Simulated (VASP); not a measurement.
Here is a VASP 6.6.1 calculation.

INCAR

```
SYSTEM = Ag
ALGO = Normal ; EDIFF = 1E-6
ENCUT = 500 ; GGA = PE
GGA_COMPAT = .False. ; ISIF = 2
ISMEAR = 0 ; LASPH = .True.
LCHARG = .False. ; LREAL = .False.
LWAVE = .False. ; NBANDS = 12
NELM = 120 ; PREC = Accurate
SIGMA = 0.1
```

KPOINTS

```
k-points
0
Gamma
  22 22 22
  0 0 0
```

File POSCAR:

```
Ag
1.0
    0.0000000000      2.0739234383      2.0739234383
    2.0739234383      0.0000000000      2.0739234383
    2.0739234383      2.0739234383      0.0000000000
Ag
1
Direct
    0.0000000000      0.0000000000      0.0000000000
```

Potentials or basis: VASP PAW PBE potentials, release 64 (Ag).

Launch:

```sh
$ cat potpaw_PBE.64/Ag/POTCAR > POTCAR
$ mpirun -np 1 vasp_std > vasp.out
```

(1) Predict the band gap on the k mesh.

(2) Predict the pressure.

Answers

(1) zero (an odd number of electrons rules out a gap without spin polarisation).

(2) -0.1 GPa.
